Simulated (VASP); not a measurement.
In3Se:

```xyz
4
Lattice="4.7057 0.0000 0.0000 0.0000 4.7057 0.0000 0.0000 0.0000 4.7057" Properties=species:S:1:pos:R:3 pbc="T T T"
In    2.3528    2.3528    0.0000
In    2.3528    0.0000    2.3528
In    0.0000    2.3528    2.3528
Se    0.0000    0.0000    0.0000
```

This cell differs from its parent crystal: volume scaled by 0.94.

Program: VASP 6.6.1. Alike in all runs: task single point; no spin polarisation; cell as given; k mesh 6 × 6 × 6; cutoff (eV) 520; smearing fermi-dirac 0.05 eV.

**Question.** Order these runs on this cell by their pressure, lowest first.
A. level PBEsol; potentials or basis VASP PAW PBE potentials, release 64 (In_d, Se)
B. level r2SCAN; potentials or basis VASP PAW PBE potentials, release 64 (In_d, Se)
C. level LDA; potentials or basis VASP PAW LDA potentials, release 64 (In_d, Se)

**Answer.** C (-2.4 GPa), A (-0.9 GPa), B (1.0 GPa).

Caveats: the PAW data sets were made with another functional, which shifts forces and pressure a little (some runs).
